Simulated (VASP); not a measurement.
# Be12Fe in VASP: single point with r2SCAN

Aim: the single point of Be12Fe with r2SCAN.

Program: VASP 6.6.1. These are calculated values, not measurements. Logs are shortened: lines on timing, memory, paths and dates and some standing lists are left out, and cuts for length are marked.

### Step 1. The cell of the first run

The cell holds a slab with vacuum, 13 atoms: a = 4.580 Å, b = 4.580 Å, c = 14.588 Å, α = 90.00°, β = 90.00°, γ = 60.00°.

### Step 2. Single point, r2SCAN, collinear spin, ferromagnetic start

The input, POSCAR:

```
Be12Fe
1.0
    4.5800000000      0.0000000000      0.0000000000
    2.2900000000      3.9663960000      0.0000000000
    0.0000000000      0.0000000000     14.5884300000
Be Fe
12 1
Direct
    0.0000000000      0.0000000000      0.0685475000
    0.5000000000      0.0000000000      0.0685475000
    0.0000000000      0.5000000000      0.0685475000
    0.5000000000      0.5000000000      0.0685475000
   -0.1643898116      0.3293110015      0.1911705976
    0.3312939478      0.3361455785      0.1902870683
   -0.1638375192      0.8341452990      0.1905862293
    0.3298329244      0.8343324934      0.1903765645
    0.0012743852     -0.0016762152      0.3245564164
    0.4930138212      0.0143191832      0.3060622348
    0.0104397362      0.4942984274      0.3105944076
    0.4948041731      0.4935095045      0.3093237044
    0.6452135119      0.6946989207      0.4234306672
```

The input, INCAR.step1:

```
SYSTEM = Be12Fe
ALGO = Normal
EDIFF = 1E-4
ENCUT = 520
GGA = PE
ISMEAR = -1
ISPIN = 2
LASPH = .TRUE.
LCHARG = .FALSE.
LMAXMIX = 4
LREAL = .FALSE.
LWAVE = .TRUE.
MAGMOM = 0 0 0 0 0 0 0 0 0 0 0 0 1
NBANDS = 32
NELM = 150
PREC = Accurate
SIGMA = 0.05
```

The input, INCAR.step2:

```
SYSTEM = Be12Fe
ALGO = Normal
EDIFF = 1E-6
ENCUT = 520
ISIF = 2
ISMEAR = -1
ISPIN = 2
ISTART = 1
LASPH = .TRUE.
LCHARG = .FALSE.
LMAXMIX = 4
LMIXTAU = .TRUE.
LORBIT = 11
LREAL = .FALSE.
LWAVE = .FALSE.
MAGMOM = 0 0 0 0 0 0 0 0 0 0 0 0 1
METAGGA = R2SCAN
NBANDS = 32
NELM = 150
PREC = Accurate
SIGMA = 0.05
```

The input, KPOINTS:

```
k-points
0
G
  3 3 1
  0 0 0
```

Potentials or basis: VASP PAW PBE potentials, release 64 (Be, Fe).

On the command line:

```bash
> cat potpaw_PBE.64/Be/POTCAR potpaw_PBE.64/Fe/POTCAR > POTCAR
> cp INCAR.step1 INCAR
> mpirun -np 1 vasp_std > vasp.out
> cp INCAR.step2 INCAR
> mpirun -np 1 vasp_std > vasp.out
```

OUTCAR:

```text
SYSTEM = Be12Fe
   EDIFF = 1E-6
   ENCUT = 520
   ISIF = 2
   ISMEAR = -1
   ISPIN = 2
   ISTART = 1
   LASPH = .TRUE.
   LORBIT = 11
   LREAL = .FALSE.
   METAGGA = R2SCAN
   NELM = 150
   PREC = Accurate

 ion  position               nearest neighbor table
   1  0.000  0.000  0.069-   8 2.21   7 2.21   5 2.21   3 2.29   3 2.29   4 2.29   4 2.29   2 2.29
                             2 2.29
   2  0.500  0.000  0.069-   6 2.22   8 2.22   7 2.22   4 2.29   3 2.29   4 2.29   3 2.29   1 2.29
                             1 2.29
   3  0.000  0.500  0.069-   6 2.21   7 2.22   5 2.23   1 2.29   1 2.29   2 2.29   2 2.29   4 2.29
                             4 2.29
   4  0.500  0.500  0.069-   6 2.21   8 2.22   5 2.23   2 2.29   1 2.29   2 2.29   1 2.29   3 2.29
                             3 2.29
   5  0.836  0.329  0.191-  12 2.19  11 2.20   1 2.21   3 2.23   4 2.23   8 2.27   7 2.27   6 2.29
                             6 2.29   7 2.31   8 2.31   9 2.35
   6  0.331  0.336  0.190-  10 2.12  12 2.15  11 2.17   3 2.21   4 2.21   2 2.22   7 2.27   8 2.28
                             5 2.29   5 2.29   8 2.30   7 2.31
   7  0.836  0.834  0.191-  10 2.17   1 2.21  11 2.21   3 2.22   2 2.22   8 2.26   5 2.27   6 2.27
                             6 2.31   5 2.31   8 2.32   9 2.35
   8  0.330  0.834  0.190-  10 2.17  12 2.20   1 2.21   4 2.22   2 2.22   7 2.26   5 2.27   6 2.28
                             6 2.30   5 2.31   7 2.32   9 2.35
   9  0.001  0.998  0.325-  11 2.30  12 2.30  11 2.30  12 2.30  10 2.31  10 2.31   5 2.35   7 2.35
                             8 2.35
  10  0.493  0.014  0.306-   6 2.12  13 2.13   7 2.17   8 2.17  12 2.20  11 2.21   9 2.31   9 2.31
                            11 2.38  12 2.38
  11  0.010  0.494  0.311-   6 2.17  13 2.19   5 2.20  10 2.21   7 2.21  12 2.22   9 2.30   9 2.30
                            12 2.36  10 2.38
  12  0.495  0.494  0.309-   6 2.15  13 2.17   5 2.19  10 2.20   8 2.20  11 2.22   9 2.30   9 2.30
                            11 2.36  10 2.38
  13  0.645  0.695  0.423-  10 2.13  12 2.17  11 2.19

  LATTYP: Found a hexagonal cell.
 ALAT       =     4.5799996975
 C/A-ratio  =     3.1852469353

  Lattice vectors:

 A1 = (  -2.2900000000,  -3.9663960000,   0.0000000000)
 A2 = (   4.5800000000,   0.0000000000,   0.0000000000)
 A3 = (   0.0000000000,   0.0000000000,  14.5884300000)

Analysis of symmetry for initial positions (statically):
=====================================================================
 Subroutine PRICEL returns:
 Original cell was already a primitive cell.

 Routine SETGRP: Setting up the symmetry group for a
 hexagonal supercell.

 Subroutine GETGRP returns: Found  1 space group operations
 (whereof  1 operations were pure point group operations)
 out of a pool of 24 trial point group operations.

The static configuration has the point symmetry C_1 .

Analysis of symmetry for dynamics (positions and initial velocities):
=====================================================================
 Subroutine PRICEL returns:
 Original cell was already a primitive cell.

 Routine SETGRP: Setting up the symmetry group for a
 hexagonal supercell.

 Subroutine GETGRP returns: Found  1 space group operations
 (whereof  1 operations were pure point group operations)
 out of a pool of 24 trial point group operations.

The dynamic configuration has the point symmetry C_1 .

Analysis of structural, dynamic, and magnetic symmetry:
=====================================================================
 Subroutine PRICEL returns:
 Original cell was already a primitive cell.

 Routine SETGRP: Setting up the symmetry group for a
 hexagonal supercell.

 Subroutine GETGRP returns: Found  1 space group operations
 (whereof  1 operations were pure point group operations)
 out of a pool of 24 trial point group operations.

The overall configuration has the point symmetry C_1 .

 Subroutine INISYM returns: Found  1 space group operations
 (whereof  1 operations are pure point group operations),
 and found     1 'primitive' translations

----------------------------------------------------------------------------------------

                                     Primitive cell

  volume of cell :     265.0148

  direct lattice vectors                    reciprocal lattice vectors
     4.580000000  0.000000000  0.000000000     0.218340611 -0.126059022  0.000000000
     2.290000000  3.966396000  0.000000000     0.000000000  0.252118044  0.000000000
     0.000000000  0.000000000 14.588430000     0.000000000  0.000000000  0.068547472

  length of vectors
     4.580000000  4.579999697 14.588430000     0.252118027  0.252118044  0.068547472

  position of ions in fractional coordinates (direct lattice)
     0.000000000  0.000000000  0.068547500
     0.500000000  0.000000000  0.068547500
[... 62 lines left out ...]
   number of dos      NEDOS =    301   number of ions     NIONS =     13
   total plane-waves  NPLWV = 139968
   dimension x,y,z NGX =    36 NGY =   36 NGZ =  108
   dimension x,y,z NGXF=    72 NGYF=   72 NGZF=  216
   ions per type =              12   1
   NGX,Y,Z   is equivalent  to a cutoff of  13.07, 13.07, 12.31 a.u.
   NGXF,Y,Z  is equivalent  to a cutoff of  26.13, 26.13, 24.61 a.u.
 SYSTEM =  Be12Fe
   PREC   = accura    normal or accurate (medium, high low for compatibility)
   ISTART =      1    job   : 0-new  1-cont  2-samecut
   ICHARG =      0    charge: 1-file 2-atom 10-const
   ISPIN  =      2    spin polarized calculation?
   LNONCOLLINEAR =      F non collinear calculations
   LSORBIT =      F    spin-orbit coupling
   LASPH  =      T    aspherical Exc in radial PAW
   ENCUT  =  520.0 eV  38.22 Ry    6.18 a.u.   8.52  8.52 27.12*2*pi/ulx,y,z
   NELM   =    150;   NELMIN=  2; NELMDL=  0     # of ELM steps
   EDIFF  = 0.1E-05   stopping-criterion for ELM
   LREAL  =      F    real-space projection
   EDIFFG = 0.1E-04   stopping-criterion for IOM
   NSW    =      0    number of steps for IOM
   IBRION =     -1    ionic relax: 0-MD 1-quasi-New 2-CG
   NFREE  =      0    steps in history (QN), initial steepest desc. (CG)
   ISIF   =      2    stress and relaxation
   ISYM   =      2    0-nonsym 1-usesym 2-fastsym
   POTIM  = 0.5000    time-step for ionic-motion
   TEBEG  =    0.0;   TEEND  =   0.0 temperature during run
   PSTRESS=    0.0 pullay stress
   NELECT =      32.0000    total number of electrons
   NUPDOWN=      -1.0000    fix difference up-down
   EMIN   =  10.00;   EMAX   =-10.00  energy-range for DOS
   EFERMI =   0.00;   METHOD = LEGACY
   ISMEAR =    -1;   SIGMA  =   0.05  broadening in eV -4-tet -1-fermi 0-gaus
   EFERMI_NEDOS =   21; number of points for ismear=-14 and -15
   IALGO  =     38    algorithm
   IMIX   =      4    mixing-type and parameters
     AMIX     =   0.40;   BMIX     =  1.00
     AMIX_MAG =   1.60;   BMIX_MAG =  1.00
  volume/ion in A,a.u.               =      20.39       137.57
  Fermi-wavevector in a.u.,A,eV,Ry     =   0.809161  1.529092  8.908293  0.654741
  Thomas-Fermi vector in A             =   1.918100
   LORBIT       =     11    0 simple, 1 ext, 2 COOP (PROOUT), +10 PAW based schemes
   METAGGA = R2SCAN    functional components
   LHFCALC =     F    Hartree Fock is set to
   AEXX    =    0.0000 exact exchange contribution
   IVDW    =     0    specifies the selected vdW correction
   LEPSILON=     F    determine dielectric tensor
   LRPA    =     F    only Hartree local field effects (RPA)
 spin polarized calculation
  energy-cutoff  :      520.00
  volume of cell :      265.01
 maximum number of plane-waves:      7153
 NGX is ok and might be reduce to    36
   NGX = 17   NGY = 17   NGZ = 55

 number of electron      31.9999999 magnetization      -0.1618773

 Free energy of the ion-electron system (eV)
  ---------------------------------------------------
  ext. energy  EPLUGINS =         0.00000000
  ---------------------------------------------------
  free energy    TOTEN  =       -59.16644752 eV

  energy without entropy =      -59.13715496  energy(sigma->0) =      -59.15180124

 E-fermi :   0.5164     XC(G=0):  -6.1039

 val. band max:        0.4642156935   @ k =   0.0000   0.0000   0.0000
 cond. band min:       0.5796498501   @ k =   0.3333   0.3333   0.0000
 fundamental gap:      0.1154341566
 Fermi energy:         0.5163622925

 spin component 1

 k-point     1 :       0.0000    0.0000    0.0000
  band No.  band energies     occupation
      1     -10.1781      1.00000
      2      -7.9605      1.00000
      3      -4.6313      1.00000
      4      -3.6316      1.00000
      5      -3.5612      1.00000
      6      -3.5402      1.00000
[... 144 lines left out ...]
     27       6.8994      0.00000
     28       6.9566      0.00000
 Fermi energy:         0.5163622925

 spin component 2

 k-point     1 :       0.0000    0.0000    0.0000
  band No.  band energies     occupation
      1     -10.1904      1.00000
      2      -7.9794      1.00000
      3      -4.6393      1.00000
      4      -3.6004      1.00000
      5      -3.5829      1.00000
      6      -3.5765      1.00000
[... 144 lines left out ...]
     27       6.8545      0.00000
     28       6.9645      0.00000
 [bands above 28 left out]

------------------------ aborting loop because EDIFF is reached ----------------------------------------

  FORCE on cell =-STRESS in cart. coord.  units (eV):
  Direction    XX          YY          ZZ          XY          YZ          ZX
  --------------------------------------------------------------------------------------
  -------------------------------------------------------------------------------------
  Total       -7.7143172     -5.7474990     -0.1551320     -0.2318696      0.1813188     -0.0919576
  in kB      -46.6377908    -34.7471651     -0.9378686     -1.4017943      1.0961835     -0.5559400
  external PRESSURE =     -27.4409415 kB  Pullay stress =       0.0000000 kB

 VOLUME and BASIS-vectors are now :
 -----------------------------------------------------------------------------
  energy-cutoff  :      520.00
  volume of cell :      265.01
      direct lattice vectors                 reciprocal lattice vectors
     4.580000000  0.000000000  0.000000000     0.218340611 -0.126059022  0.000000000
     2.290000000  3.966396000  0.000000000     0.000000000  0.252118044  0.000000000
     0.000000000  0.000000000 14.588430000     0.000000000  0.000000000  0.068547472

 POSITION                                       TOTAL-FORCE (eV/Angst)
 -----------------------------------------------------------------------------------
      0.00000      0.00000      1.00000        -0.007422      0.032177     -0.062921
      2.29000      0.00000      1.00000         0.019559      0.131396     -0.079318
      1.14500      1.98320      1.00000         0.074426     -0.043266     -0.128501
      3.43500      1.98320      1.00000        -0.047709     -0.051895     -0.105516
      4.58122      1.30618      2.78888        -0.039634     -0.086481      0.027487
      2.28710      1.33329      2.77599         0.007134     -0.083572      0.089078
      5.73982      3.30855      2.78035        -0.010874      0.023507      0.058478
      3.42126      3.30929      2.77730        -0.010776     -0.001907     -0.059010
      2.29200      3.95975      4.73477        -0.053210     -0.078987      0.268799
      2.29079      0.05680      4.46497         0.024531     -0.247495      0.356555
      1.17976      1.96058      4.53108        -0.223059      0.124708      0.110943
      3.39634      1.95745      4.51255         0.284378      0.184598      0.266317
      4.54594      2.75545      6.17719        -0.017344      0.097218     -0.742392
 -----------------------------------------------------------------------------------
    total drift:                                0.000902     -0.002057     -0.001583

  FREE ENERGIE OF THE ION-ELECTRON SYSTEM (eV)
  ---------------------------------------------------
  free  energy   TOTEN  =       -59.1664475185 eV

  energy  without entropy=      -59.1371549555  energy(sigma->0) =      -59.15180124

 total charge

# of ion       s       p       d       tot
------------------------------------------
    1        0.406   0.636   0.000   1.042
    2        0.407   0.624   0.000   1.031
    3        0.406   0.626   0.000   1.032
    4        0.407   0.625   0.000   1.032
    5        0.408   0.727   0.000   1.135
    6        0.416   0.767   0.000   1.182
    7        0.411   0.731   0.000   1.141
    8        0.411   0.732   0.000   1.143
    9        0.372   0.575   0.000   0.947
   10        0.436   0.730   0.000   1.167
   11        0.423   0.703   0.000   1.126
   12        0.428   0.709   0.000   1.137
   13        0.408   0.197   6.354   6.960
--------------------------------------------------
tot          5.340   8.380   6.354  20.073

 magnetization (x)

# of ion       s       p       d       tot
------------------------------------------
    1       -0.004  -0.020   0.000  -0.024
    2       -0.001  -0.014   0.000  -0.016
    3        0.002   0.010   0.000   0.012
    4        0.000   0.001   0.000   0.001
    5        0.001   0.004   0.000   0.005
    6       -0.000   0.001   0.000   0.001
    7       -0.001  -0.005   0.000  -0.005
    8       -0.002  -0.010   0.000  -0.012
    9       -0.005  -0.018   0.000  -0.022
   10        0.004  -0.005   0.000  -0.001
   11        0.002   0.012   0.000   0.014
   12        0.004   0.008   0.000   0.011
   13       -0.000   0.002  -0.057  -0.055
--------------------------------------------------
tot          0.000  -0.034  -0.057  -0.091
```

Wall time 14 min (1 thread of Intel Xeon Platinum 8488C (Sapphire Rapids), shared host); peak memory 0.6 GiB.

What came out:

```
Free energy                                           : -59.1664 eV
Largest force                                         : 0.749 eV/Å
Net moment                                            : -0.16 μB per cell
Site moments                                          : Be -0.02, +0.01, +0.00, -0.01, -0.00 (each value once); Fe -0.06 μB
Valence electrons inside the program's atomic spheres : Be 1.04, 1.03, 1.14, 1.18, 0.95, 1.17, 1.13 (each value once); Fe 6.96
```

Forces on the atoms (eV/Å):
```
Be  -0.007  0.032 -0.063
Be   0.020  0.131 -0.079
Be   0.074 -0.043 -0.129
Be  -0.048 -0.052 -0.106
Be  -0.040 -0.086  0.027
Be   0.007 -0.084  0.089
Be  -0.011  0.024  0.058
Be  -0.011 -0.002 -0.059
Be  -0.053 -0.079  0.269
Be   0.025 -0.247  0.357
Be  -0.223  0.125  0.111
Be   0.284  0.185  0.266
Fe  -0.017  0.097 -0.742
```

Levels at points of the mesh, in eV from the Fermi level:
Spin up:
```csv
k point,band 12,band 13,band 14,band 15,band 16,band 17,band 18,band 19,band 20,band 21
"(0.00, 0.00, 0.00)",-2.27,-2.26,-1.99,-1.74,-1.35,-0.05,0.62,0.80,2.56,2.69
```
Spin down:
| k point | band 14 | band 15 | band 16 | band 17 | band 18 | band 19 |
| --- | --- | --- | --- | --- | --- | --- |
| (0.00, 0.00, 0.00) | -1.93 | -1.73 | -1.41 | -0.05 | 0.53 | 0.61 |

Caveat: the k points lie up to 0.53 Å⁻¹ apart; there is no dipole correction, which matters where the two faces differ; the PAW data sets were made with another functional, which shifts forces and pressure a little.
